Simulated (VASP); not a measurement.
Crystal: Ag2PdS2.

```xyz
5
Lattice="-2.8814 2.8814 3.1236 2.8814 -2.8814 3.1236 2.8814 2.8814 -3.1236" Properties=species:S:1:pos:R:3 pbc="T T T"
Ag    0.0000    2.8814    1.5618
Ag    0.0000    0.0000    0.0000
Pd    2.8814    0.0000    1.5618
S     0.0000    0.0000    4.2994
S     0.0000    0.0000    1.9478
```

```yaml
Program: VASP 6.6.1
Task: relaxation of cell and atoms
Functional: PBE
Potentials_or_basis: VASP PAW PBE potentials, release 64 (Ag, Pd, S)
Cutoff: 600 eV
k_mesh: 3 × 3 × 3
Occupations: gaussian, width 0.15 eV
Spin: no spin polarisation
```

At the start: pressure 12.2 GPa; volume 20.75 Å³/atom.

How do energy, volume and symmetry change on relaxing?

Over 26 steps the energy falls by 969.9 meV/atom and the volume is 21.30 Å³/atom (+2.7 %); space group I-4m2 (No. 119, to 0.05 Å).

Step by step:
```csv
step,energy change (eV),largest force (eV/Å),pressure (GPa),volume (Å³)
1,0.0000,7.9439,12.20,103.73
2,-2.2135,1.1768,-9.21,123.54
3,-2.2808,1.1813,-9.22,122.41
4,-2.3427,1.2031,-9.21,121.35
5,-2.7406,1.2795,-7.57,113.27
6,-2.5231,0.0147,-3.45,108.69
7,-2.7369,1.2549,-7.23,112.68
8,-2.7389,1.1628,-6.87,112.10
9,-3.6402,1.1114,-4.09,99.91
10,-4.0605,1.1258,4.13,88.67
11,-4.3565,1.1981,3.01,90.88
12,-4.4291,0.9732,3.03,92.05
13,-4.4378,0.8808,3.28,92.56
14,-4.6292,0.8977,-1.94,100.01
15,-4.6396,0.9084,-3.14,102.45
16,-4.7603,0.1724,-0.85,101.92
17,-4.7608,0.1047,-0.65,101.88
18,-4.7974,0.0719,1.17,100.47
19,-4.7979,0.0672,1.44,100.27
20,-4.8146,0.2707,0.25,102.54
21,-4.8153,0.3228,-0.06,103.20
22,-4.8278,0.2517,-0.35,104.41
23,-4.8381,0.1203,-0.75,106.48
24,-4.8460,0.0284,0.40,105.87
25,-4.8461,0.0341,0.45,105.84
26,-4.8494,0.0184,0.43,106.51
```

Final structure:
```
Ag Pd S
1.0
    -2.47575    2.47575    4.34408
     2.47575   -2.47575    4.34408
     2.47575    2.47575   -4.34408
Ag Pd S
2 1 2
Direct
  0.75000 0.25000 0.50000
  0.00000 0.00000 0.00000
  0.25000 0.75000 0.50000
  0.72583 0.72583 0.00000
  0.27417 0.27417 0.00000
```

Caveat: the k points lie up to 0.60 Å⁻¹ apart in the final cell; the relaxation stopped at a loose force limit of 0.08 eV/Å, so its end isn't a converged minimum.
